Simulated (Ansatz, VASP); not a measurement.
# Two plane-wave programs on KCl

```
CELL_PARAMETERS angstrom
0.00000 3.25078 3.15610
3.25078 0.00000 3.15610
3.25078 3.25078 0.00000
ATOMIC_POSITIONS crystal
K 0.00000 0.00000 0.00000
Cl 0.50000 0.50000 0.50000
```

Change from the starting cell: strain +0.0300 x Voigt [1, 1, 0, 0, 0, 0], atoms carried along.

Alike in both runs: task single point; functional PBE; k mesh 6 × 6 × 6; occupations gaussian, width 0.05 eV; no spin polarisation.

|  | VASP | Ansatz |
| --- | --- | --- |
| version | VASP 6.6.1 | Ansatz 0.2.0 |
| potentials or method | VASP PAW PBE potentials, release 64 (K_sv, Cl), cutoff 520 eV | scalar-relativistic, plane waves, PAW |
| valence electrons in the cell | 16 | 16 |

```tsv
	VASP	Ansatz	Ansatz less VASP
gap on the k mesh at the Fermi level (eV)	4.95	4.95	+0.002
least direct gap on the mesh (eV)	4.95	4.95	+0.002
pressure (GPa)	-0.4	-0.4	-0.01
traceless stress, the component that is largest in VASP (GPa)	0.55	0.54	-0.011
```

The functional is the same, so the differences come from potentials, cutoffs and numerics.
